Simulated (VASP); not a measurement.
# SrTiO3 (P4mm) in VASP: notebook, part 2 of 3

VASP 6.6.1. Earlier steps stand in the parts before.

### 3 Single point, PBEsol (atoms displaced along several vibrational modes)

File INCAR:

```
PREC     = Accurate       # precision mode
ENCUT    = 520            # plane-wave cutoff, eV
EDIFF    = 1E-7           # SCF threshold, eV
ISMEAR   = 0              # smearing method
SIGMA    = 0.05           # smearing width, eV
LREAL    = False          # projectors in reciprocal space
LASPH    = True           # aspherical terms in the spheres
NELM     = 60             # most SCF steps
ALGO     = Normal         # electronic algorithm
ISIF     = 2              # what is computed and relaxed
LWAVE    = False          # write WAVECAR
LCHARG   = True           # write CHGCAR
GGA      = PS             # functional
LELF     = True           # ELF
LVHAR    = True         
NBANDS   = 28             # bands
```

File KPOINTS:

```
regular mesh
0
Gamma
  8 8 8
```

File POSCAR:

```
SrTiO3
1.0
    3.8913815400      0.0000000000      0.0000000000
    0.0000000000      3.8913815400      0.0000000000
    0.0000000000      0.0000000000      3.8913815400
Sr Ti O
1 1 3
Direct
    0.0285852837      0.0000000000      0.0000000000
    0.4660369218      0.5000000000      0.5000000000
   -0.0150430932      0.5000000000      0.5000000000
    0.4800532080      0.0000000000      0.5000000000
    0.4800532080      0.5000000000      0.0000000000
```

Potentials or basis: VASP PAW PBE potentials, release 64 (Sr_sv, Ti_sv, O).

Launch:

```
> cat potpaw_PBE.64/Sr_sv/POTCAR potpaw_PBE.64/Ti_sv/POTCAR potpaw_PBE.64/O/POTCAR > POTCAR
> mpirun -np 1 vasp_std > vasp.out
```

OUTCAR:

```text
PREC = Accurate
   ENCUT = 520
   EDIFF = 1E-7
   ISMEAR = 0
   LREAL = False
   LASPH = True
   NELM = 60
   ISIF = 2
   GGA = PS

 ion  position               nearest neighbor table
   1  0.029  0.000  0.000-   4 2.62   5 2.62   4 2.62   5 2.62   3 2.76   3 2.76   3 2.76   3 2.76
                             4 2.89   5 2.89   4 2.89   5 2.89   2 3.24   2 3.24   2 3.24   2 3.24
   2  0.466  0.500  0.500-   3 1.87   4 1.95   5 1.95   5 1.95   4 1.95   3 2.02   1 3.24   1 3.24
                             1 3.24   1 3.24   1 3.52   1 3.52   1 3.52   1 3.52
   3  0.985  0.500  0.500-   2 1.87   2 2.02   1 2.76   1 2.76   1 2.76   1 2.76
   4  0.480  0.000  0.500-   2 1.95   2 1.95   1 2.62   1 2.62   1 2.89   1 2.89
   5  0.480  0.500  0.000-   2 1.95   2 1.95   1 2.62   1 2.62   1 2.89   1 2.89

  LATTYP: Found a simple cubic cell.
 ALAT       =     3.8913815400

  Lattice vectors:

 A1 = (   3.8913815400,   0.0000000000,   0.0000000000)
 A2 = (   0.0000000000,   3.8913815400,   0.0000000000)
 A3 = (   0.0000000000,   0.0000000000,   3.8913815400)

Analysis of symmetry for initial positions (statically):
=====================================================================
 Subroutine PRICEL returns:
 Original cell was already a primitive cell.

 Routine SETGRP: Setting up the symmetry group for a
 simple cubic supercell.

 Subroutine GETGRP returns: Found  8 space group operations
 (whereof  8 operations were pure point group operations)
 out of a pool of 48 trial point group operations.

The static configuration has the point symmetry C_4v.

Analysis of symmetry for dynamics (positions and initial velocities):
=====================================================================
 Subroutine PRICEL returns:
 Original cell was already a primitive cell.

 Routine SETGRP: Setting up the symmetry group for a
 simple cubic supercell.

 Subroutine GETGRP returns: Found  8 space group operations
 (whereof  8 operations were pure point group operations)
 out of a pool of 48 trial point group operations.

The dynamic configuration has the point symmetry C_4v.

 Subroutine INISYM returns: Found  8 space group operations
[... 128 lines left out ...]
   GGA     = PS    functional components
   LHFCALC =     F    Hartree Fock is set to
   AEXX    =    0.0000 exact exchange contribution
   IVDW    =     0    specifies the selected vdW correction
   LEPSILON=     F    determine dielectric tensor
   LRPA    =     F    only Hartree local field effects (RPA)
 non-spin polarized calculation
 Gauss-broadening in eV      SIGMA  =   0.05
  energy-cutoff  :      520.00
  volume of cell :       58.93
 maximum number of plane-waves:      1622
 NGX is ok and might be reduce to    30
   NGX = 15   NGY = 15   NGZ = 15

 number of electron      40.0000011 magnetization

 Free energy of the ion-electron system (eV)
  ---------------------------------------------------
  ext. energy  EPLUGINS =         0.00000000
  ---------------------------------------------------
  free energy    TOTEN  =       -41.91530004 eV

  energy without entropy =      -41.91530004  energy(sigma->0) =      -41.91530004

 E-fermi :   4.4458     XC(G=0): -11.5811

 val. band max:        4.0663867575   @ k =   0.5000   0.5000   0.5000
 cond. band min:       5.8943957368   @ k =   0.0000   0.0000   0.0000
 fundamental gap:      1.8280089793
 Fermi energy:         4.4458273148

 k-point     1 :       0.0000    0.0000    0.0000
  band No.  band energies     occupation
      1     -52.0286      2.00000
      2     -28.4955      2.00000
      3     -28.4026      2.00000
      4     -28.4026      2.00000
      5     -28.3915      2.00000
      6     -13.3259      2.00000
[... 733 lines left out ...]
     27      12.1162      0.00000
     28      12.4203      0.00000

 [... further k-points ...]

------------------------ aborting loop because EDIFF is reached ----------------------------------------

  FORCE on cell =-STRESS in cart. coord.  units (eV):
  Direction    XX          YY          ZZ          XY          YZ          ZX
  --------------------------------------------------------------------------------------
  -------------------------------------------------------------------------------------
  Total        0.8974487      0.7238991      0.7238991      0.0000000     -0.0000000      0.0000000
  in kB       24.4010656     19.6823601     19.6823601      0.0000000     -0.0000000      0.0000000
  external PRESSURE =      21.2552619 kB  Pullay stress =       0.0000000 kB

 VOLUME and BASIS-vectors are now :
 -----------------------------------------------------------------------------
  energy-cutoff  :      520.00
  volume of cell :       58.93
      direct lattice vectors                 reciprocal lattice vectors
     3.891381540  0.000000000  0.000000000     0.256978143  0.000000000  0.000000000
     0.000000000  3.891381540  0.000000000     0.000000000  0.256978143  0.000000000
     0.000000000  0.000000000  3.891381540     0.000000000  0.000000000  0.256978143

 POSITION                                       TOTAL-FORCE (eV/Angst)
 -----------------------------------------------------------------------------------
      0.11124      0.00000      0.00000        -0.866677      0.000000      0.000000
      1.81353      1.94569      1.94569         0.759644      0.000000      0.000000
      3.83284      1.94569      1.94569        -0.059213      0.000000     -0.000000
      1.86807      0.00000      1.94569         0.083124     -0.000000     -0.000000
      1.86807      1.94569      0.00000         0.083124      0.000000      0.000000
 -----------------------------------------------------------------------------------
    total drift:                                0.000044     -0.000000     -0.000001

  FREE ENERGIE OF THE ION-ELECTRON SYSTEM (eV)
  ---------------------------------------------------
  free  energy   TOTEN  =       -41.9153000432 eV

  energy  without entropy=      -41.9153000432  energy(sigma->0) =      -41.91530004
```

stdout:

```text
POSCAR found type information on POSCAR SrTiO
 POSCAR found :  3 types and       5 ions
 scaLAPACK will be used
 -----------------------------------------------------------------------------
|                                                                             |
|                                                                             |
|     You enforced a specific xc type in the INCAR file but a different       |
|     I HOPE YOU KNOW WHAT YOU ARE DOING!                                     |
|                                                                             |
 -----------------------------------------------------------------------------

 LDA part: xc-table for (Slater+PW92), standard interpolation
 POSCAR, INCAR and KPOINTS ok, starting setup
 FFT: planning ... GRIDC
 FFT: planning ... GRID_SOFT
 FFT: planning ... GRID
 WAVECAR not read
 entering main loop
```

It took 2.7 min on 1 thread of Intel Xeon 6975P-C (Granite Rapids), shared host; peak memory 0.25 GiB.

What came out:

| Property | Result |
| --- | --- |
| Free energy | -41.9153 eV |
| Pressure | 2.1 GPa |
| Largest force | 0.867 eV/Å |
| Band gap on the k mesh | 1.83 eV (least direct gap 2.21 eV) |

Forces on the atoms (eV/Å):
```
Sr  -0.867  0.000  0.000
Ti   0.760  0.000  0.000
O   -0.059  0.000  0.000
O    0.083  0.000  0.000
O    0.083  0.000  0.000
```

Caveat: the cell differs from its parent crystal (atoms displaced along several vibrational modes); the PAW data sets were made with another functional, which shifts forces and pressure a little. A k mesh can miss the band edges.

### 4 Single point, PBEsol (atoms displaced along several vibrational modes)

File INCAR:

```
SYSTEM = SrTiO3
PREC     = Accurate       ! precision mode
ENCUT    = 520            ! plane-wave cutoff, eV
EDIFF    = 1E-6           ! SCF threshold, eV
ISMEAR   = 0              ! smearing method
SIGMA    = 0.05           ! smearing width, eV
LREAL    = .FALSE.        ! projectors in reciprocal space
LASPH    = .TRUE.         ! aspherical terms in the spheres
NELM     = 100            ! most SCF steps
ALGO     = Normal         ! electronic algorithm
ISIF     = 2              ! what is computed and relaxed
LWAVE    = .FALSE.        ! write WAVECAR
LCHARG   = .FALSE.        ! write CHGCAR
GGA      = PS             ! functional
NBANDS   = 28             ! bands
```

File KPOINTS:

```
regular mesh
0
G
  8 8 8
  0 0 0
```

File POSCAR:

```
SrTiO3
1.0
    3.8913815400      0.0000000000      0.0000000000
    0.0000000000      3.8913815400      0.0000000000
    0.0000000000      0.0000000000      3.8913815400
Sr Ti O
1 1 3
Direct
   -0.0481469976      0.0000000000      0.0000000000
    0.5902019270      0.5000000000      0.5000000000
   -0.0063153124      0.5000000000      0.5000000000
    0.5000619718      0.0000000000      0.5000000000
    0.5000619718      0.5000000000      0.0000000000
```

Potentials or basis: VASP PAW PBE potentials, release 64 (Sr_sv, Ti_sv, O).

Launch:

```
> cat potpaw_PBE.64/Sr_sv/POTCAR potpaw_PBE.64/Ti_sv/POTCAR potpaw_PBE.64/O/POTCAR > POTCAR
> mpirun -np 1 vasp_std > vasp.out
```

OUTCAR:

```text
SYSTEM = SrTiO3
   PREC = Accurate
   ENCUT = 520
   EDIFF = 1E-6
   ISMEAR = 0
   LREAL = .FALSE.
   LASPH = .TRUE.
   NELM = 100
   ISIF = 2
   GGA = PS

 ion  position               nearest neighbor table
   1  0.952  0.000  0.000-   4 2.62   5 2.62   4 2.62   5 2.62   3 2.76   3 2.76   3 2.76   3 2.76
                             4 2.89   5 2.89   4 2.89   5 2.89   2 3.09   2 3.09   2 3.09   2 3.09
   2  0.590  0.500  0.500-   3 1.57   4 1.98   5 1.98   5 1.98   4 1.98   3 2.32   1 3.09   1 3.09
                             1 3.09   1 3.09   1 3.71   1 3.71   1 3.71   1 3.71
   3  0.994  0.500  0.500-   2 1.57   2 2.32   1 2.76   1 2.76   1 2.76   1 2.76
   4  0.500  0.000  0.500-   2 1.98   2 1.98   1 2.62   1 2.62   1 2.89   1 2.89
   5  0.500  0.500  0.000-   2 1.98   2 1.98   1 2.62   1 2.62   1 2.89   1 2.89

  LATTYP: Found a simple cubic cell.
 ALAT       =     3.8913815400

  Lattice vectors:

 A1 = (   3.8913815400,   0.0000000000,   0.0000000000)
 A2 = (   0.0000000000,   3.8913815400,   0.0000000000)
 A3 = (   0.0000000000,   0.0000000000,   3.8913815400)

Analysis of symmetry for initial positions (statically):
=====================================================================
 Subroutine PRICEL returns:
 Original cell was already a primitive cell.
[... 182 lines left out ...]
 Fermi energy:         4.5785429309

 k-point     1 :       0.0000    0.0000    0.0000
  band No.  band energies     occupation
      1     -51.4436      2.00000
      2     -28.7140      2.00000
      3     -28.4506      2.00000
      4     -27.7457      2.00000
      5     -27.7457      2.00000
      6     -13.3357      2.00000
[... 733 lines left out ...]
     27      11.8643      0.00000
     28      12.1733      0.00000

 [... further k-points ...]

------------------------ aborting loop because EDIFF is reached ----------------------------------------

  FORCE on cell =-STRESS in cart. coord.  units (eV):
  Direction    XX          YY          ZZ          XY          YZ          ZX
  --------------------------------------------------------------------------------------
  -------------------------------------------------------------------------------------
  Total       12.9712666      1.9176384      1.9176384      0.0000000      0.0000000      0.0000000
  in kB      352.6805630     52.1393803     52.1393803      0.0000000      0.0000000      0.0000000
  external PRESSURE =     152.3197745 kB  Pullay stress =       0.0000000 kB

 VOLUME and BASIS-vectors are now :
 -----------------------------------------------------------------------------
  energy-cutoff  :      520.00
  volume of cell :       58.93
      direct lattice vectors                 reciprocal lattice vectors
     3.891381540  0.000000000  0.000000000     0.256978143  0.000000000  0.000000000
     0.000000000  3.891381540  0.000000000     0.000000000  0.256978143  0.000000000
     0.000000000  0.000000000  3.891381540     0.000000000  0.000000000  0.256978143

 POSITION                                       TOTAL-FORCE (eV/Angst)
 -----------------------------------------------------------------------------------
      3.70402      0.00000      0.00000         1.603500     -0.000000      0.000000
      2.29670      1.94569      1.94569       -10.330036      0.000000     -0.000000
      3.86681      1.94569      1.94569         7.672740      0.000000     -0.000000
      1.94593      0.00000      1.94569         0.526898     -0.000000      0.000000
      1.94593      1.94569      0.00000         0.526898     -0.000000      0.000000
 -----------------------------------------------------------------------------------
    total drift:                                0.000691     -0.000000     -0.000001

  FREE ENERGIE OF THE ION-ELECTRON SYSTEM (eV)
  ---------------------------------------------------
  free  energy   TOTEN  =       -40.7306895678 eV

  energy  without entropy=      -40.7306895678  energy(sigma->0) =      -40.73068957
```

OSZICAR:

```text
N       E                     dE             d eps       ncg     rms          rms(c)
DAV:   1     0.432490785492E+03    0.43249E+03   -0.21100E+04  4200   0.159E+03
DAV:   2    -0.200393770842E+01   -0.43449E+03   -0.41501E+03  4668   0.440E+02
DAV:   3    -0.468356982446E+02   -0.44832E+02   -0.44489E+02  5804   0.137E+02
DAV:   4    -0.490492351373E+02   -0.22135E+01   -0.22078E+01  6328   0.264E+01
DAV:   5    -0.490925349738E+02   -0.43300E-01   -0.43291E-01  5740   0.353E+00    0.333E+01
DAV:   6    -0.408561489878E+02    0.82364E+01   -0.43464E+01  6376   0.670E+01    0.176E+01
DAV:   7    -0.408240476765E+02    0.32101E-01   -0.89668E+00  5616   0.264E+01    0.140E+01
DAV:   8    -0.407586539613E+02    0.65394E-01   -0.11382E+00  5504   0.132E+01    0.223E+00
DAV:   9    -0.407349979358E+02    0.23656E-01   -0.24793E-01  5756   0.520E+00    0.104E+00
DAV:  10    -0.407306468950E+02    0.43510E-02   -0.33659E-02  5904   0.193E+00    0.305E-01
DAV:  11    -0.407307441737E+02   -0.97279E-04   -0.48707E-03  6108   0.687E-01    0.934E-02
DAV:  12    -0.407307188745E+02    0.25299E-04   -0.59232E-04  5560   0.251E-01    0.558E-02
DAV:  13    -0.407306855687E+02    0.33306E-04   -0.22480E-04  6060   0.134E-01    0.198E-02
DAV:  14    -0.407306898957E+02   -0.43270E-05   -0.34764E-05  5204   0.445E-02    0.141E-02
DAV:  15    -0.407306895678E+02    0.32783E-06   -0.46729E-06  4904   0.195E-02
   1 F= -.40730690E+02 E0= -.40730690E+02  d E =-.205910E-14
```

stdout:

```text
POSCAR found type information on POSCAR SrTiO
 POSCAR found :  3 types and       5 ions
 scaLAPACK will be used
 -----------------------------------------------------------------------------
|                                                                             |
|                                                                             |
|     You enforced a specific xc type in the INCAR file but a different       |
|     I HOPE YOU KNOW WHAT YOU ARE DOING!                                     |
|                                                                             |
 -----------------------------------------------------------------------------

 LDA part: xc-table for (Slater+PW92), standard interpolation
 POSCAR, INCAR and KPOINTS ok, starting setup
 FFT: planning ... GRIDC
 FFT: planning ... GRID_SOFT
 FFT: planning ... GRID
 WAVECAR not read
 entering main loop
```

It took 2.1 min on 1 thread of Intel Xeon 6975P-C (Granite Rapids), shared host; peak memory 0.26 GiB.

Results:

```yaml
Free_energy: -40.7307 eV
Pressure: 15.2 GPa
Largest_force: 10.330 eV/Å
Band_gap_on_the_k_mesh: 1.86 eV (least direct gap 2.56 eV)
```

Forces in eV/Å, atoms in the order of the input:
```
Sr    1.603   0.000   0.000
Ti  -10.330   0.000   0.000
O     7.673   0.000   0.000
O     0.527   0.000   0.000
O     0.527   0.000   0.000
```

Caveat: the cell differs from its parent crystal (atoms displaced along several vibrational modes); the stress differs along the axes, from 5 to 35 GPa; the PAW data sets were made with another functional, which shifts forces and pressure a little.

(Continued in part 3 of 3.)
